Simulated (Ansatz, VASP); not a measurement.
**One calculation of Ti3Al, two programs**

File INCAR:

```
SYSTEM = Ti3Al
ALGO = Fast ; EDIFF = 1E-7
ENCUT = 520 ; GGA = PE
ISIF = 2 ; ISMEAR = 0
LASPH = .TRUE. ; LCHARG = .TRUE.
LELF = .TRUE. ; LREAL = .FALSE.
LVHAR = .TRUE. ; LWAVE = .FALSE.
NBANDS = 28 ; NELM = 60
PREC = Accurate ; SIGMA = 0.15
```

KPOINTS

```
k-points
0
G
  15 15 6
  0 0 0
```

The input POSCAR:

```
Ti3Al
1.0
    2.9297375378      0.0000000000      0.0000000000
   -1.4648687689      2.5372271341      0.0000000000
    0.0000000000      0.0000000000      9.2315308735
Ti Al
3 1
Direct
    0.6179061183      0.4665496290      0.0000000000
    0.3487288827      0.6246052435      0.7504575700
    0.3487288827      0.6246052435      0.2495424300
    0.6985456363      0.2462383685      0.5000000000
```

Input for Ansatz:

```yaml
crystal:
  lattice:
    - [2.9297375378, 0.0, 0.0]
    - [-1.4648687689, 2.5372271341, 0.0]
    - [0.0, 0.0, 9.2315308735]
  atoms:
    - { symbol: Ti, position: [0.6179061183, 0.466549629, 0.0] }
    - { symbol: Ti, position: [0.3487288827, 0.6246052435, 0.75045757] }
    - { symbol: Ti, position: [0.3487288827, 0.6246052435, 0.24954243] }
    - { symbol: Al, position: [0.6985456363, 0.2462383685, 0.5] }
basis:
  ecutwfc: 520.0
kpoints:
  mp_grid: { grid: [15, 15, 6] }
hamiltonian:
  xc: pbe
  pseudopotentials: { kind: paw, azcp: { folder: soft_1 } }
scf:
  occupations: { method: gaussian, width: 0.15 }
output:
  forces: true
  stress: true
  eigenvalues: true
```

Change from the starting cell: mode 4 frozen in at -0.338 Å and mode 5 at +0.338 Å (largest displacements).

Alike in both runs: task single point; functional PBE; k mesh 15 × 15 × 6; occupations gaussian, width 0.15 eV; no spin polarisation.

```csv
,VASP,Ansatz
version,VASP 6.6.1,Ansatz 0.2.0
potentials or method,"VASP PAW PBE potentials, release 64 (Ti_sv, Al), cutoff 520 eV","scalar-relativistic, plane waves, PAW"
valence electrons in the cell,39,39
```

|  | VASP | Ansatz | Ansatz less VASP |
| --- | --- | --- | --- |
| gap on the k mesh at the Fermi level (eV) | none | none | - |
| pressure (GPa) | -0.8 | -0.7 | +0.12 |
| traceless stress, the component that is largest in VASP (GPa) | -1.51 | -1.49 | +0.021 |
| rms of the force components (eV/Å) | 0.350 | 0.348 | -0.0020 |

Atom by atom the forces differ by 0.002 eV/Å (rms over components). A gap of «none» marks a metal or a gap that the smearing closes.
